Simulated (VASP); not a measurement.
A run of VASP 6.6.1:

The input INCAR:

```
SYSTEM = Sr2SnN2
  ALGO = Normal
  EDIFF = 1E-6
  ENCUT = 520
  GGA = PE
  ISIF = 2
  ISMEAR = -1
  LASPH = .True.
  LCHARG = .False.
  LREAL = .False.
  LWAVE = .False.
  NBANDS = 30
  NELM = 60
  PREC = Accurate
  SIGMA = 0.05
```

File KPOINTS:

```
k-points
0
Gamma
  10 10 10
  0 0 0
```

The input POSCAR:

```
Sr2SnN2
1.0
   -1.9273312500      1.9273312500      6.8941880000
    1.9273312500     -1.9273312500      6.8941880000
    1.9273312500      1.9273312500     -6.8941880000
Sn Sr N
1 2 2
Direct
    0.5000000000      0.5000000000      0.0000000000
    0.8398615000      0.8398615000      0.0000000000
    0.1601385000      0.1601385000      0.0000000000
    0.3475330000      0.3475330000      0.0000000000
    0.6524670000      0.6524670000      0.0000000000
```

Potentials or basis: VASP PAW PBE potentials, release 64 (Sn_d, Sr_sv, N).

Launch:

```console
$ cat potpaw_PBE.64/Sn_d/POTCAR potpaw_PBE.64/Sr_sv/POTCAR potpaw_PBE.64/N/POTCAR > POTCAR
$ mpirun -np 1 vasp_std > vasp.out
```

Hardware: 1 thread of Intel Xeon 8259CL (shared host).

Estimate the wall time of this run.

Wall time 23 min on 1 thread of Intel Xeon 8259CL, with other jobs on the host, peak memory 0.63 GiB. Counts: scf iterations 15, k points 102.
